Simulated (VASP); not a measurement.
## CuO: single point with RPBE

Crystal: CuO.

```
CELL_PARAMETERS angstrom
0.00000 2.14441 2.14441
2.14441 0.00000 2.14441
2.14441 2.14441 0.00000
ATOMIC_POSITIONS crystal
Cu 0.02950 0.02810 0.90803
O 0.47050 0.47190 0.59197
```

```
Program                : VASP 6.6.1
Task                   : single point
Functional             : RPBE
Potentials or basis    : VASP PAW PBE potentials, release 64 (Cu, O)
Cutoff                 : 520 eV
k mesh                 : 11 × 11 × 11
Occupations            : fermi-dirac, width 0.05 eV
Spin                   : no spin polarisation
Dipole correction      : no
Further INCAR settings : ALGO = Normal; EDIFF = 1e-07; NBANDS = 16
```

```
Pressure               : 16.3 GPa
Largest force          : 0.844 eV/Å
Band gap on the k mesh : zero (an odd number of electrons rules out a gap without spin polarisation)
```

Forces on the atoms (eV/Å):
```
Cu   0.565  0.514 -0.361
O   -0.565 -0.514  0.361
```

Stress tensor (GPa, compression positive):
```
17.64 -3.67  3.03
-3.67 16.87  2.86
 3.03  2.86 14.43
```

Levels at points of the mesh, in eV from the Fermi level:
| k point | band 7 | band 8 | band 9 | band 10 | band 11 | band 12 |
| --- | --- | --- | --- | --- | --- | --- |
| (0.00, 0.00, 0.00) | -0.50 | -0.20 | -0.17 | 1.40 | 16.81 | 17.90 |

It took 71 s on 1 thread of Intel(R) Xeon(R) 6975P-C (Granite Rapids) (shared host), peak memory 0.31 GiB.

Caveat: the cell stands under pressure; the PAW data sets were made with another functional, which shifts forces and pressure a little; an odd number of electrons without spin polarisation forces a metal; a magnetic or distorted state may lie lower; semilocal functionals often make such compounds metallic where correlation or magnetic order opens a gap, which also shifts bond lengths. With open d or f shells a metallic result of RPBE can be an artefact of self-interaction; +U or a hybrid may open a gap.
